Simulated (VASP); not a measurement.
# Mo6H in VASP: notebook

Runs on Mo6H. Level: PBE. Tasks: single point.

Program: VASP 6.6.1. These are calculated values, not measurements. Logs are shortened: lines on timing, memory, paths and dates and some standing lists are left out, and cuts for length are marked.

**1. The cell of the first run**

The cell holds a slab with vacuum, 7 atoms: a = 4.470 Å, b = 4.470 Å, c = 19.760 Å, α = 90.00°, β = 90.00°, γ = 120.00°.

**2. Single point, PBE**

The input, INCAR:

```
SYSTEM = Mo6H
PREC = Accurate
ENCUT = 520
EDIFF = 1E-7
ISMEAR = 0
SIGMA = 0.1
LREAL = .FALSE.
LASPH = .TRUE.
NELM = 60
ALGO = Normal
ISIF = 2
LWAVE = .FALSE.
LCHARG = .FALSE.
LDIPOL = .TRUE.
IDIPOL = 3
DIPOL = 0.5 0.5 0.341
GGA = PE
NBANDS = 52
```

The input, KPOINTS:

```
regular mesh
0
G
  6 6 1
  0 0 0
```

The input, POSCAR:

```
Mo6H
1.0
    4.4695765307      0.0000000000      0.0000000000
   -2.2347882654      3.8707668198      0.0000000000
    0.0000000000      0.0000000000     19.7595667350
Mo H
6 1
Direct
    0.6666666667      0.3333333333      0.2024335884
    0.3333333333      0.6666666667      0.2486060831
    0.0000000000      0.0000000000      0.2947785777
    0.6666666667      0.3333333333      0.3368821116
    0.3333333333      0.6666666667      0.3779725564
    0.0000000000      0.0000000000      0.4180034333
    0.0000000000      0.0000000000      0.5087659397
```

Potentials or basis: VASP PAW PBE potentials, release 64 (Mo_sv, H).

On the command line:

```console
cat potpaw_PBE.64/Mo_sv/POTCAR potpaw_PBE.64/H/POTCAR > POTCAR
mpirun -np 1 vasp_std > vasp.out
```

OUTCAR:

```text
SYSTEM = Mo6H
   PREC = Accurate
   ENCUT = 520
   EDIFF = 1E-7
   ISMEAR = 0
   LREAL = .FALSE.
   LASPH = .TRUE.
   NELM = 60
   ISIF = 2
   GGA = PE

 ion  position               nearest neighbor table
   1  0.667  0.333  0.202-   4 2.66   2 2.74   2 2.74   2 2.74   3 3.16   3 3.16   3 3.16
   2  0.333  0.667  0.249-   5 2.56   3 2.74   3 2.74   3 2.74   1 2.74   1 2.74   1 2.74   4 3.11
                             4 3.11   4 3.11
   3  0.000  0.000  0.295-   6 2.43   4 2.71   4 2.71   4 2.71   2 2.74   2 2.74   2 2.74   5 3.06
                             5 3.06   5 3.06   1 3.16   1 3.16   1 3.16
   4  0.667  0.333  0.337-   1 2.66   5 2.71   5 2.71   5 2.71   3 2.71   3 2.71   3 2.71   6 3.04
                             6 3.04   6 3.04   2 3.11   2 3.11   2 3.11
   5  0.333  0.667  0.378-   2 2.56   6 2.70   6 2.70   6 2.70   4 2.71   4 2.71   4 2.71   3 3.06
                             3 3.06   3 3.06
   6  0.000  0.000  0.418-   7 1.79   3 2.43   5 2.70   5 2.70   5 2.70   4 3.04   4 3.04   4 3.04

   7  0.000  0.000  0.509-   6 1.79

  LATTYP: Found a hexagonal cell.
 ALAT       =     4.4695765307
 C/A-ratio  =     4.4209035463

  Lattice vectors:

 A1 = (   4.4695765307,   0.0000000000,   0.0000000000)
 A2 = (  -2.2347882654,   3.8707668198,   0.0000000000)
 A3 = (   0.0000000000,   0.0000000000,  19.7595667350)

Analysis of symmetry for initial positions (statically):
=====================================================================
 Subroutine PRICEL returns:
 Original cell was already a primitive cell.

 Routine SETGRP: Setting up the symmetry group for a
 hexagonal supercell.

 Subroutine GETGRP returns: Found  6 space group operations
 (whereof  6 operations were pure point group operations)
 out of a pool of 24 trial point group operations.

The static configuration has the point symmetry C_3v.

Analysis of symmetry for dynamics (positions and initial velocities):
=====================================================================
 Subroutine PRICEL returns:
 Original cell was already a primitive cell.

 Routine SETGRP: Setting up the symmetry group for a
 hexagonal supercell.

 Subroutine GETGRP returns: Found  6 space group operations
 (whereof  6 operations were pure point group operations)
 out of a pool of 24 trial point group operations.

The dynamic configuration has the point symmetry C_3v.

 Subroutine INISYM returns: Found  6 space group operations
 (whereof  6 operations are pure point group operations),
 and found     1 'primitive' translations

----------------------------------------------------------------------------------------

                                     Primitive cell

  volume of cell :     341.8541

  direct lattice vectors                    reciprocal lattice vectors
     4.469576531  0.000000000  0.000000000     0.223734842  0.129173371  0.000000000
    -2.234788265  3.870766820  0.000000000     0.000000000  0.258346743  0.000000000
     0.000000000  0.000000000 19.759566735     0.000000000  0.000000000  0.050608397

  length of vectors
     4.469576531  4.469576531 19.759566735     0.258346743  0.258346743  0.050608397

  position of ions in fractional coordinates (direct lattice)
     0.666666667  0.333333333  0.202433588
     0.333333333  0.666666667  0.248606083
     0.000000000  0.000000000  0.294778578
     0.666666667  0.333333333  0.336882112
     0.333333333  0.666666667  0.377972556
     0.000000000  0.000000000  0.418003433
     0.000000000  0.000000000  0.508765940

  ion indices of the primitive-cell ions
   primitive index   ion index
                 1           1
                 2           2
                 3           3
                 4           4
                 5           5
                 6           6
                 7           7

----------------------------------------------------------------------------------------

 KPOINTS: regular mesh

Automatic generation of k-mesh.
 Grid dimensions read from file:
 generate k-points for:    6    6    1

 Generating k-lattice:

  Cartesian coordinates                     Fractional coordinates (reciprocal lattice)
     0.037289140  0.021528895  0.000000000     0.166666667  0.000000000  0.000000000
     0.000000000  0.043057790  0.000000000     0.000000000  0.166666667  0.000000000
     0.000000000  0.000000000  0.050608397     0.000000000  0.000000000  1.000000000

  Length of vectors
     0.043057790  0.043057790  0.050608397

  Shift w.r.t. Gamma in fractional coordinates (k-lattice)
     0.000000000  0.000000000  0.000000000

 Subroutine IBZKPT returns following result:
 ===========================================

 Found      7 irreducible k-points:

 Following reciprocal coordinates:
            Coordinates               Weight
  0.000000  0.000000  0.000000      1.000000
  0.166667 -0.000000  0.000000      6.000000
  0.333333  0.000000  0.000000      6.000000
  0.500000 -0.000000  0.000000      3.000000
  0.166667  0.166667  0.000000      6.000000
  0.333333  0.166667  0.000000     12.000000
  0.333333  0.333333  0.000000      2.000000
   k-points           NKPTS =      7   k-points in BZ     NKDIM =      7   number of bands    NBANDS=     52
   number of dos      NEDOS =    301   number of ions     NIONS =      7
   total plane-waves  NPLWV = 194400
   dimension x,y,z NGX =    36 NGY =   36 NGZ =  150
   dimension x,y,z NGXF=    72 NGYF=   72 NGZF=  300
   ions per type =               6   1
   NGX,Y,Z   is equivalent  to a cutoff of  13.39, 13.39, 12.62 a.u.
   NGXF,Y,Z  is equivalent  to a cutoff of  26.78, 26.78, 25.24 a.u.
 SYSTEM =  Mo6H
   PREC   = accura    normal or accurate (medium, high low for compatibility)
   ISTART =      0    job   : 0-new  1-cont  2-samecut
   ICHARG =      2    charge: 1-file 2-atom 10-const
   ISPIN  =      1    spin polarized calculation?
   LNONCOLLINEAR =      F non collinear calculations
   LSORBIT =      F    spin-orbit coupling
   LASPH  =      T    aspherical Exc in radial PAW
   ENCUT  =  520.0 eV  38.22 Ry    6.18 a.u.   8.31  8.31 36.74*2*pi/ulx,y,z
   NELM   =     60;   NELMIN=  2; NELMDL= -5     # of ELM steps
   EDIFF  = 0.1E-06   stopping-criterion for ELM
   LREAL  =      F    real-space projection
   EDIFFG = 0.1E-05   stopping-criterion for IOM
   NSW    =      0    number of steps for IOM
   IBRION =     -1    ionic relax: 0-MD 1-quasi-New 2-CG
   NFREE  =      0    steps in history (QN), initial steepest desc. (CG)
   ISIF   =      2    stress and relaxation
   ISYM   =      2    0-nonsym 1-usesym 2-fastsym
   POTIM  = 0.5000    time-step for ionic-motion
   TEBEG  =    0.0;   TEEND  =   0.0 temperature during run
   PSTRESS=    0.0 pullay stress
   NELECT =      85.0000    total number of electrons
   NUPDOWN=      -1.0000    fix difference up-down
   EMIN   =  10.00;   EMAX   =-10.00  energy-range for DOS
   EFERMI =   0.00;   METHOD = LEGACY
   ISMEAR =     0;   SIGMA  =   0.10  broadening in eV -4-tet -1-fermi 0-gaus
   EFERMI_NEDOS =   21; number of points for ismear=-14 and -15
   IALGO  =     38    algorithm
   IMIX   =      4    mixing-type and parameters
     AMIX     =   0.40;   BMIX     =  1.00
     AMIX_MAG =   1.60;   BMIX_MAG =  1.00
  volume/ion in A,a.u.               =      48.84       329.56
  Fermi-wavevector in a.u.,A,eV,Ry     =   1.029440  1.945359 14.418718  1.059746
  Thomas-Fermi vector in A             =   2.163487
   LORBIT       =      0    0 simple, 1 ext, 2 COOP (PROOUT), +10 PAW based schemes
   GGA     = PE    functional components
   LHFCALC =     F    Hartree Fock is set to
   AEXX    =    0.0000 exact exchange contribution
   IVDW    =     0    specifies the selected vdW correction
   LEPSILON=     F    determine dielectric tensor
   LRPA    =     F    only Hartree local field effects (RPA)
 non-spin polarized calculation
 Gauss-broadening in eV      SIGMA  =   0.10
  energy-cutoff  :      520.00
  volume of cell :      341.85
 maximum number of plane-waves:      9223
 NGX is ok and might be reduce to    36
   NGX = 17   NGY = 17   NGZ = 73

 dipolmoment           0.000000      0.000000     -0.518711 electrons x Angstroem

 number of electron      85.0000007 magnetization

 dipolmoment           0.000000      0.000000      0.240986 electrons x Angstroem

 Free energy of the ion-electron system (eV)
  ---------------------------------------------------
  ext. energy  EPLUGINS =         0.00000000
  ---------------------------------------------------
  free energy    TOTEN  =       -61.57096043 eV

  energy without entropy =      -61.51825951  energy(sigma->0) =      -61.54460997

 E-fermi :   0.0285     XC(G=0):  -4.9454

 val. band max:        0.0001146884   @ k =   0.3333   0.1667   0.0000
 cond. band min:       0.0607789126   @ k =   0.3333   0.0000   0.0000
 fundamental gap:      0.0606642242
 Fermi energy:         0.0285022745

 k-point     1 :       0.0000    0.0000    0.0000
  band No.  band energies     occupation
      1     -61.1244      2.00000
      2     -60.8872      2.00000
      3     -60.8361      2.00000
      4     -60.8124      2.00000
      5     -60.6507      2.00000
      6     -60.6083      2.00000
[... 44 lines left out ...]
     51       2.0540      0.00000
     52       2.1481      0.00000

 k-point     2 :       0.1667   -0.0000    0.0000
  band No.  band energies     occupation
      1     -61.1034      2.00000
      2     -60.8903      2.00000
      3     -60.8418      2.00000
      4     -60.8094      2.00000
      5     -60.6556      2.00000
      6     -60.6200      2.00000
[... 44 lines left out ...]
     51       2.0596      0.00000
     52       2.1087      0.00000
[... 218 lines left out ...]
     51       1.7282      0.00000
     52       2.0483      0.00000

 k-point     7 :       0.3333    0.3333    0.0000
  band No.  band energies     occupation
      1     -60.9735      2.00000
      2     -60.9467      2.00000
      3     -60.8867      2.00000
      4     -60.7701      2.00000
      5     -60.6757      2.00000
      6     -60.6715      2.00000
[... 44 lines left out ...]
     51       1.6909      0.00000
     52       2.0048      0.00000

------------------------ aborting loop because EDIFF is reached ----------------------------------------

 vacuum level on the upper side and lower side of the slab       (xc-potential included)         1.174        -1.338

  FORCE on cell =-STRESS in cart. coord.  units (eV):
  Direction    XX          YY          ZZ          XY          YZ          ZX
  --------------------------------------------------------------------------------------
  -------------------------------------------------------------------------------------
  Total       -5.7924184     -5.7924184      1.3734806      0.0000000      0.0000000     -0.0000000
  in kB      -27.1474910    -27.1474910      6.4371304      0.0000000      0.0000000     -0.0000000
  external PRESSURE =     -15.9526172 kB  Pullay stress =       0.0000000 kB

 VOLUME and BASIS-vectors are now :
 -----------------------------------------------------------------------------
  energy-cutoff  :      520.00
  volume of cell :      341.85
      direct lattice vectors                 reciprocal lattice vectors
     4.469576531  0.000000000  0.000000000     0.223734842  0.129173371  0.000000000
    -2.234788265  3.870766820  0.000000000     0.000000000  0.258346743  0.000000000
     0.000000000  0.000000000 19.759566735     0.000000000  0.000000000  0.050608397

 POSITION                                       TOTAL-FORCE (eV/Angst)
 -----------------------------------------------------------------------------------
      2.23479      1.29026      4.00000        -0.000000      0.000000      1.567490
     -0.00000      2.58051      4.91235         0.000000      0.000000     -0.255137
      0.00000      0.00000      5.82470         0.000000     -0.000000     -2.677173
      2.23479      1.29026      6.65664        -0.000000     -0.000000     -0.718600
     -0.00000      2.58051      7.46857         0.000000      0.000000      0.566533
      0.00000      0.00000      8.25957         0.000000     -0.000000      1.515907
      0.00000      0.00000     10.05299         0.000000     -0.000000      0.000980
 -----------------------------------------------------------------------------------
    total drift:                                0.000000      0.000000     -0.000285

  FREE ENERGIE OF THE ION-ELECTRON SYSTEM (eV)
  ---------------------------------------------------
  free  energy   TOTEN  =       -61.5709604298 eV

  energy  without entropy=      -61.5182595068  energy(sigma->0) =      -61.54460997

 vacuum level on the upper side and lower side of the slab         6.068         3.498
```

It took 2.8 min on 1 thread of Intel Xeon 6975P-C (Granite Rapids), shared host; peak memory 0.5 GiB.

Results:

```
Free energy            : -61.5710 eV
Largest force          : 2.677 eV/Å
Band gap on the k mesh : zero (an odd number of electrons rules out a gap without spin polarisation)
```

Forces in eV/Å, atoms in the order of the input:
```
Mo   0.000  0.000  1.567
Mo   0.000  0.000 -0.255
Mo   0.000  0.000 -2.677
Mo   0.000  0.000 -0.719
Mo   0.000  0.000  0.567
Mo   0.000  0.000  1.516
H    0.000  0.000  0.001
```

**3. Single point, PBE**

The input, INCAR:

```
PREC = Accurate
ENCUT = 520
EDIFF = 1E-6
ISMEAR = 0
SIGMA = 0.1
LREAL = F
LASPH = T
NELM = 80
ALGO = Normal
ISIF = 2
LWAVE = F
LCHARG = F
LDIPOL = T
IDIPOL = 3
DIPOL = 0.5 0.5 0.336
GGA = PE
NBANDS = 52
```

The input, KPOINTS:

```
regular mesh
0
Gamma
  6 6 1
```

Changes to POSCAR since step 2:

```diff
@@ -14,2 +14,2 @@
     0.0000000000      0.0000000000      0.4180034333
-    0.0000000000      0.0000000000      0.5087659397
+    0.3333333333      0.6666666667      0.4710496636
```

Potentials or basis: VASP PAW PBE potentials, release 64 (Mo_sv, H).

On the command line:

```console
cat potpaw_PBE.64/Mo_sv/POTCAR potpaw_PBE.64/H/POTCAR > POTCAR
mpirun -np 1 vasp_std > vasp.out
```

Run time: 2.4 min. Hardware: 1 thread of Intel Xeon 6975P-C (Granite Rapids), shared host; peak memory 0.49 GiB.

The run converged. Its results:

* Free energy: -62.4881 eV
* Largest force: 1.774 eV/Å
* Band gap on the k mesh: zero (an odd number of electrons rules out a gap without spin polarisation)

Forces on the atoms (eV/Å):
```
Mo   0.000  0.000  1.774
Mo   0.000  0.000 -1.475
Mo   0.000  0.000 -1.059
Mo   0.000  0.000 -0.306
Mo   0.000  0.000  0.403
Mo   0.000  0.000  0.655
H    0.000  0.000  0.008
```

Levels at points of the mesh, in eV from the Fermi level:
```tsv
k point	band 39	band 40	band 41	band 42	band 43	band 44	band 45	band 46	band 47	band 48
(0.00, 0.00, 0.00)	-1.27	-1.18	-1.18	-1.17	-0.57	1.12	1.12	1.20	1.25	1.25
(0.50, 0.00, 0.00)	-1.42	-1.10	-0.65	0.04	0.06	0.14	0.69	0.96	1.27	1.53
```

**4. Single point, PBE**

The input, INCAR:

```
SYSTEM = Mo6H
  ALGO = Normal
  DIPOL = 0.5 0.5 0.330
  EDIFF = 1E-7
  ENCUT = 520
  GGA = PE
  IDIPOL = 3
  ISIF = 2
  ISMEAR = 0
  LASPH = .True.
  LCHARG = .False.
  LDIPOL = .True.
  LREAL = .False.
  LWAVE = .False.
  NBANDS = 52
  NELM = 60
  PREC = Accurate
  SIGMA = 0.1
```

The input, KPOINTS:

```
k-points
0
Gamma
  6 6 1
  0 0 0
```

Changes to POSCAR since step 3:

```diff
@@ -14,2 +14,2 @@
     0.0000000000      0.0000000000      0.4180034333
-    0.3333333333      0.6666666667      0.4710496636
+    0.6666666667      0.3333333333      0.4334412589
```

On the command line:

```console
cat potpaw_PBE.64/Mo_sv/POTCAR potpaw_PBE.64/H/POTCAR > POTCAR
mpirun -np 1 vasp_std > vasp.out
```

Run time: 2.5 min. Hardware: 1 thread of Intel Xeon 6975P-C (Granite Rapids), shared host; peak memory 0.49 GiB.

The run converged. Its results:

* Free energy: -62.1559 eV
* Largest force: 1.339 eV/Å
* Band gap on the k mesh: zero (an odd number of electrons rules out a gap without spin polarisation)

Forces in eV/Å, atoms in the order of the input:
```
Mo   0.000  0.000  1.339
Mo   0.000  0.000 -0.679
Mo   0.000  0.000 -1.230
Mo   0.000  0.000  0.140
Mo   0.000  0.000  0.131
Mo   0.000  0.000  0.286
H    0.000  0.000  0.013
```

Levels at points of the mesh, in eV from the Fermi level:
```
           k point  band 41  band 42  band 43  band 44  band 45  band 46
(0.00, 0.00, 0.00)    -1.21    -1.03    -0.15     1.08     1.08     1.24
(0.50, 0.00, 0.00)    -0.47    -0.02     0.04     0.11     0.63     1.01
```

**5. Overview**

| cell | gap on the mesh (eV) | largest force (eV/Å) |
| --- | --- | --- |
| as given, atomic positions A | none | 2.68 |
| as given, atomic positions B | none | 1.77 |
| as given, atomic positions C | none | 1.34 |

Alike in all rows: task single point; level PBE; potentials or basis VASP PAW PBE potentials, release 64 (Mo_sv, H); no spin polarisation; k mesh 6 × 6 × 1; cutoff (eV) 520; smearing gaussian 0.1 eV.

Absolute energies hang on the potentials; compare differences alone.

The gap in the log of VASP goes by the Fermi energy; the results here count the filled bands.